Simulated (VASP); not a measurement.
# NaI (I4/mmm) in VASP: a series of runs

NaI is run at these levels: PBE; tasks: single point.

Everything below comes from runs of VASP 6.6.1. Logs are shortened: lines on timing, memory, paths and dates and some standing lists are left out, and cuts for length are marked.

## (1) The cell of the first run

Symmetry: I4/mmm, No. 139, tetragonal system. The conventional cell has a = 4.508 Å, b = 4.508 Å, c = 6.279 Å, α = 90.00°, β = 90.00°, γ = 90.00°. Within 4.1 Å of Na (site symmetry 4/mmm) lie 6 I at 3.14 to 3.19 Å. I (site symmetry 4/mmm) has 6 Na at 3.14 to 3.19 Å within 4.1 Å.

## (2) Single point, PBE (strain -0.015 along x and y, -0.030 along z)

Contents of INCAR:

```
  ALGO = Normal
  EDIFF = 1E-6
  ENCUT = 520
  GGA = PE
  ISIF = 2
  ISMEAR = 0
  LASPH = True
  LCHARG = False
  LREAL = False
  LWAVE = False
  NBANDS = 14
  NELM = 80
  PREC = Accurate
  SIGMA = 0.05
```

Contents of KPOINTS:

```
k-points
0
Gamma
  6 6 6
```

Contents of POSCAR:

```
NaI
1.0
    0.0000000000      3.1878540000      3.1393080000
    3.1878540000      0.0000000000      3.1393080000
    3.1878540000      3.1878540000      0.0000000000
Na I
1 1
Direct
    0.0000000000      0.0000000000      0.0000000000
    0.5000000000      0.5000000000      0.5000000000
```

Potentials or basis: VASP PAW PBE potentials, release 64 (Na_pv, I).

On the command line:

```console
> cat potpaw_PBE.64/Na_pv/POTCAR potpaw_PBE.64/I/POTCAR > POTCAR
> mpirun -np 1 vasp_std > vasp.out
```

OUTCAR:

```text
EDIFF = 1E-6
   ENCUT = 520
   GGA = PE
   ISIF = 2
   ISMEAR = 0
   LASPH = True
   LREAL = False
   NELM = 80
   PREC = Accurate

 ion  position               nearest neighbor table
   1  0.000  0.000  0.000-   2 3.14   2 3.14
   2  0.500  0.500  0.500-   1 3.14   1 3.14

  LATTYP: Found a body centered tetragonal cell.
 ALAT       =     4.5083063617
 C/A-ratio  =     1.3926773152

  Lattice vectors:

 A1 = (   0.0000000000,  -3.1878540000,  -3.1393080000)
 A2 = (   0.0000000000,   3.1878540000,  -3.1393080000)
 A3 = (   3.1878540000,   0.0000000000,   3.1393080000)

Analysis of symmetry for initial positions (statically):
=====================================================================
 Subroutine PRICEL returns:
 Original cell was already a primitive cell.

 Routine SETGRP: Setting up the symmetry group for a
 body centered tetragonal supercell.

 Subroutine GETGRP returns: Found 16 space group operations
 (whereof 16 operations were pure point group operations)
 out of a pool of 16 trial point group operations.

The static configuration has the point symmetry D_4h.

Analysis of symmetry for dynamics (positions and initial velocities):
=====================================================================
 Subroutine PRICEL returns:
 Original cell was already a primitive cell.

 Routine SETGRP: Setting up the symmetry group for a
 body centered tetragonal supercell.

 Subroutine GETGRP returns: Found 16 space group operations
 (whereof 16 operations were pure point group operations)
 out of a pool of 16 trial point group operations.

The dynamic configuration has the point symmetry D_4h.

 Subroutine INISYM returns: Found 16 space group operations
 (whereof 16 operations are pure point group operations),
 and found     1 'primitive' translations

----------------------------------------------------------------------------------------

                                     Primitive cell

  volume of cell :      63.8059

  direct lattice vectors                    reciprocal lattice vectors
     0.000000000  3.187854000  3.139308000    -0.156845326  0.156845326  0.159270769
     3.187854000  0.000000000  3.139308000     0.156845326 -0.156845326  0.159270769
     3.187854000  3.187854000  0.000000000     0.156845326  0.156845326 -0.159270769

  length of vectors
     4.474110844  4.474110844  4.508306362     0.273071585  0.273071585  0.273071585

  position of ions in fractional coordinates (direct lattice)
     0.000000000  0.000000000  0.000000000
     0.500000000  0.500000000  0.500000000

  ion indices of the primitive-cell ions
   primitive index   ion index
[... 82 lines left out ...]
   POTIM  = 0.5000    time-step for ionic-motion
   TEBEG  =    0.0;   TEEND  =   0.0 temperature during run
   PSTRESS=    0.0 pullay stress
   NELECT =      14.0000    total number of electrons
   NUPDOWN=      -1.0000    fix difference up-down
   EMIN   =  10.00;   EMAX   =-10.00  energy-range for DOS
   EFERMI =   0.00;   METHOD = LEGACY
   ISMEAR =     0;   SIGMA  =   0.05  broadening in eV -4-tet -1-fermi 0-gaus
   EFERMI_NEDOS =   21; number of points for ismear=-14 and -15
   IALGO  =     38    algorithm
   IMIX   =      4    mixing-type and parameters
     AMIX     =   0.40;   BMIX     =  1.00
     AMIX_MAG =   1.60;   BMIX_MAG =  1.00
  volume/ion in A,a.u.               =      31.90       215.29
  Fermi-wavevector in a.u.,A,eV,Ry     =   0.987409  1.865933 13.265372  0.974977
  Thomas-Fermi vector in A             =   2.118861
   LORBIT       =      0    0 simple, 1 ext, 2 COOP (PROOUT), +10 PAW based schemes
   GGA     = PE    functional components
   LHFCALC =     F    Hartree Fock is set to
   AEXX    =    0.0000 exact exchange contribution
   IVDW    =     0    specifies the selected vdW correction
   LEPSILON=     F    determine dielectric tensor
   LRPA    =     F    only Hartree local field effects (RPA)
 non-spin polarized calculation
 Gauss-broadening in eV      SIGMA  =   0.05
  energy-cutoff  :      520.00
  volume of cell :       63.81
 maximum number of plane-waves:      1751
 NGX is ok and might be reduce to    36
   NGX = 17   NGY = 17   NGZ = 17

 number of electron      14.0000005 magnetization

 Free energy of the ion-electron system (eV)
  ---------------------------------------------------
  ext. energy  EPLUGINS =         0.00000000
  ---------------------------------------------------
  free energy    TOTEN  =        -5.35873260 eV

  energy without entropy =       -5.35873260  energy(sigma->0) =       -5.35873260

 E-fermi :   1.5718     XC(G=0):  -7.9516

 val. band max:        1.2517485017   @ k =   0.0000   0.0000   0.0000
 cond. band min:       5.0570087137   @ k =   0.0000   0.0000   0.0000
 fundamental gap:      3.8052602119
 Fermi energy:         1.5717566834

 k-point     1 :       0.0000    0.0000    0.0000
  band No.  band energies     occupation
      1     -21.1317      2.00000
      2     -21.1317      2.00000
      3     -21.1309      2.00000
      4      -9.9380      2.00000
      5       1.2329      2.00000
      6       1.2517      2.00000
      7       1.2517      2.00000
      8       5.0570      0.00000
      9       9.1373      0.00000
     10       9.1373      0.00000
     11       9.2414      0.00000
     12      11.0025      0.00000
     13      11.1797      0.00000
     14      11.7173      0.00000
[... 377 lines left out ...]
      1     -21.1366      2.00000
      2     -21.1340      2.00000
      3     -21.1330      2.00000
      4      -9.4987      2.00000
      5      -0.7159      2.00000
      6       0.1681      2.00000
      7       0.5453      2.00000
      8       6.3443      0.00000
      9       7.3980      0.00000
     10      10.0530      0.00000
     11      10.9894      0.00000
     12      12.4177      0.00000
     13      13.9684      0.00000
     14      14.7130      0.00000

 [... further k-points ...]
[... 5 lines left out ...]
  --------------------------------------------------------------------------------------
  -------------------------------------------------------------------------------------
  Total        0.5836721      0.5836721      0.8062984      0.0000000      0.0000000     -0.0000000
  in kB       14.6561112     14.6561112     20.2462962      0.0000000      0.0000000     -0.0000000
  external PRESSURE =      16.5195062 kB  Pullay stress =       0.0000000 kB

 VOLUME and BASIS-vectors are now :
 -----------------------------------------------------------------------------
  energy-cutoff  :      520.00
  volume of cell :       63.81
      direct lattice vectors                 reciprocal lattice vectors
     0.000000000  3.187854000  3.139308000    -0.156845326  0.156845326  0.159270769
     3.187854000  0.000000000  3.139308000     0.156845326 -0.156845326  0.159270769
     3.187854000  3.187854000  0.000000000     0.156845326  0.156845326 -0.159270769

 POSITION                                       TOTAL-FORCE (eV/Angst)
 -----------------------------------------------------------------------------------
      0.00000      0.00000      0.00000         0.000000     -0.000000      0.000000
      3.18785      3.18785      3.13931        -0.000000      0.000000      0.000000
 -----------------------------------------------------------------------------------
    total drift:                                0.000000      0.000000      0.000000

  FREE ENERGIE OF THE ION-ELECTRON SYSTEM (eV)
  ---------------------------------------------------
  free  energy   TOTEN  =        -5.3587326033 eV

  energy  without entropy=       -5.3587326033  energy(sigma->0) =       -5.35873260
```

OSZICAR:

```text
N       E                     dE             d eps       ncg     rms          rms(c)
DAV:   1     0.876402927795E+02    0.87640E+02   -0.67051E+03   840   0.913E+02
DAV:   2     0.113085369641E+01   -0.86509E+02   -0.80949E+02   908   0.233E+02
DAV:   3    -0.527217468108E+01   -0.64030E+01   -0.63700E+01  1068   0.610E+01
DAV:   4    -0.541588364856E+01   -0.14371E+00   -0.14368E+00  1066   0.946E+00
DAV:   5    -0.541919577707E+01   -0.33121E-02   -0.33120E-02  1136   0.139E+00    0.169E+00
DAV:   6    -0.536462798761E+01    0.54568E-01   -0.62145E-02  1020   0.149E+00    0.115E+00
DAV:   7    -0.535697228986E+01    0.76557E-02   -0.60066E-02  1068   0.129E+00    0.607E-01
DAV:   8    -0.535875072393E+01   -0.17784E-02   -0.47388E-03  1008   0.556E-01    0.181E-01
DAV:   9    -0.535871924466E+01    0.31479E-04   -0.21378E-04  1038   0.131E-01    0.331E-02
DAV:  10    -0.535873182753E+01   -0.12583E-04   -0.32253E-05  1074   0.594E-02    0.123E-02
DAV:  11    -0.535873260329E+01   -0.77576E-06   -0.43240E-06  1068   0.211E-02
   1 F= -.53587326E+01 E0= -.53587326E+01  d E =-.425443E-21
```

Wall time 42 s (1 thread of AMD EPYC 7R13, shared host); peak memory 0.18 GiB.

What came out:

| Item | Value |
| --- | --- |
| Free energy | -5.3587 eV |
| Pressure | 1.7 GPa |
| Band gap on the k mesh | 3.81 eV |

Stress tensor (GPa, compression positive):
```
1.47 0.00 0.00
0.00 1.47 0.00
0.00 0.00 2.02
```

Levels at points of the mesh, in eV from the valence-band top:
| k point | band 3 | band 4 | band 5 | band 6 | band 7 | band 8 | band 9 | band 10 | band 11 | band 12 |
| --- | --- | --- | --- | --- | --- | --- | --- | --- | --- | --- |
| (0.00, 0.00, 0.00) | -22.38 | -11.19 | -0.02 | 0.00 | 0.00 | 3.81 | 7.89 | 7.89 | 7.99 | 9.75 |
| (0.50, 0.00, 0.00) | -22.38 | -10.81 | -2.41 | -0.34 | -0.31 | 5.10 | 7.42 | 7.55 | 9.18 | 10.45 |
| (0.50, 0.50, 0.00) | -22.39 | -10.71 | -2.11 | -0.86 | -0.86 | 4.52 | 5.40 | 10.33 | 11.63 | 11.63 |
| (0.50, 0.00, 0.50) | -22.38 | -10.73 | -2.12 | -0.85 | -0.79 | 4.54 | 5.45 | 10.22 | 11.55 | 11.75 |

Caveat: the cell differs from its parent crystal (strain -0.015 along x and y, -0.030 along z); spin-orbit coupling is left out, which moves the levels of the heavy elements.

## (3) Single point, PBE (strain -0.015 along x and y, +0.000 along z)

Changes to INCAR since step 2:

```diff
@@ -1,3 +1,3 @@
   ALGO = Normal
-  EDIFF = 1E-6
+  EDIFF = 1E-7
   ENCUT = 520
@@ -11,3 +11,3 @@
   NBANDS = 14
-  NELM = 80
+  NELM = 100
   PREC = Accurate
```

KPOINTS is that of step 2.

Contents of POSCAR:

```
NaI
1.0
    0.0000000000      3.1878540000      3.2364000000
    3.1878540000      0.0000000000      3.2364000000
    3.1878540000      3.1878540000      0.0000000000
Na I
1 1
Direct
    0.0000000000      0.0000000000      0.0000000000
    0.5000000000      0.5000000000      0.5000000000
```

Potentials or basis: VASP PAW PBE potentials, release 64 (Na_pv, I).

On the command line:

```console
> cat potpaw_PBE.64/Na_pv/POTCAR potpaw_PBE.64/I/POTCAR > POTCAR
> mpirun -np 1 vasp_std > vasp.out
```

Wall time 53 s (1 thread of AMD EPYC 7R13, shared host); peak memory 0.18 GiB.

It converged, with:

```
Free energy            : -5.3750 eV
Pressure               : 1.0 GPa
Band gap on the k mesh : 3.71 eV
```

Stress tensor (GPa, compression positive):
```
1.15 0.00 0.00
0.00 1.15 0.00
0.00 0.00 0.70
```

Levels at points of the mesh, in eV from the valence-band top:
```csv
k point,band 5,band 6,band 7,band 8,band 9,band 10
"(0.00, 0.00, 0.00)",-0.02,-0.02,0.00,3.71,7.85,7.95
"(0.50, 0.00, 0.00)",-2.30,-0.33,-0.30,5.09,7.40,7.52
"(0.50, 0.50, 0.00)",-2.02,-0.77,-0.77,4.52,5.51,9.98
"(0.50, 0.00, 0.50)",-2.01,-0.84,-0.78,4.50,5.48,10.09
```

Caveat: the cell differs from its parent crystal (strain -0.015 along x and y, +0.000 along z); spin-orbit coupling is left out, which moves the levels of the heavy elements.

(Continued in part 2 of 3.)
